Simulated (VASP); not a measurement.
Input of a VASP 6.6.1 run:

File POSCAR:

```
Ir
1.0
    2.7292665802      0.0000000000      0.0000000000
   -1.3646332901      2.3636141922      0.0000000000
    0.0000000000      0.0000000000      8.8434814990
Ir
4
Direct
    0.6666666667      0.3333333333      0.3750000000
    0.6666666667      0.3333333333      0.8750000000
    0.3333333333      0.6666666667      0.1250000000
    0.3333333333      0.6666666667      0.6250000000
```

File INCAR.step1:

```
SYSTEM = Ir
  ALGO = Normal
  EDIFF = 1E-4
  ENCUT = 520
  GGA = PE
  ISMEAR = 0
  LASPH = .True.
  LCHARG = .False.
  LREAL = .False.
  LWAVE = .True.
  NBANDS = 26
  NELM = 80
  PREC = Accurate
  SIGMA = 0.15
```

File INCAR.step2:

```
SYSTEM = Ir
  ALGO = Normal
  EDIFF = 1E-6
  ENCUT = 520
  ISIF = 2
  ISMEAR = 0
  ISTART = 1
  LASPH = .True.
  LCHARG = .False.
  LMIXTAU = .True.
  LREAL = .False.
  LWAVE = .False.
  METAGGA = R2SCAN
  NBANDS = 26
  NELM = 80
  PREC = Accurate
  SIGMA = 0.15
```

File KPOINTS:

```
k-points
0
Gamma
  12 12 4
  0 0 0
```

Potentials or basis: VASP PAW PBE potentials, release 64 (Ir).

Run with:

```bash
$ cat potpaw_PBE.64/Ir/POTCAR > POTCAR
$ cp INCAR.step1 INCAR
$ mpirun -np 1 vasp_std > vasp.out
$ cp INCAR.step2 INCAR
$ mpirun -np 1 vasp_std > vasp.out
```

Task: Predict the pressure.

Result: 2.5 GPa.

Task: Estimate the band gap on the k mesh.

Result: Zero (band 18 reaches 11.15 eV, above the bottom of band 19 at 8.42 eV).

Stress tensor (GPa, compression positive):
```
2.03 0.00 0.00
0.00 2.03 0.00
0.00 0.00 3.48
```

Caveat: the PAW data sets were made with another functional, which shifts forces and pressure a little; spin-orbit coupling is left out, which moves the levels of the heavy elements.
